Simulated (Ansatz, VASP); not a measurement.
**Cd2SeO: VASP beside Ansatz**

```
CELL_PARAMETERS angstrom
3.80537 0.00000 0.00000
0.00000 3.80537 0.00000
0.00000 0.00000 5.23510
ATOMIC_POSITIONS crystal
O 0.00000 0.00000 0.00000
Cd 0.00000 0.00000 0.50000
Cd 0.50000 0.50000 0.00000
Se 0.50000 0.50000 0.50000
```

Alike in both runs: task single point; functional PBE; k mesh 6 × 6 × 4; occupations fermi-dirac, width 0.02 eV; no spin polarisation.

|  | VASP | Ansatz |
| --- | --- | --- |
| version | VASP 6.6.1 | Ansatz 0.2.0 |
| potentials or method | VASP PAW PBE potentials, release 64 (O, Cd, Se) | plane waves, PAW |
| plane-wave cutoff (eV) | 520 | 420 |
| valence electrons in the cell | 36 | 62 |

```csv
,VASP,Ansatz,Ansatz less VASP
pressure (GPa),0.6,0.0,-0.57
```

With one functional, cell and mesh, what is left measures potentials, basis and numerics. VASP's potentials hold 36 valence electrons a cell and Ansatz's 62, so a difference there can come from the potentials and not from the codes.
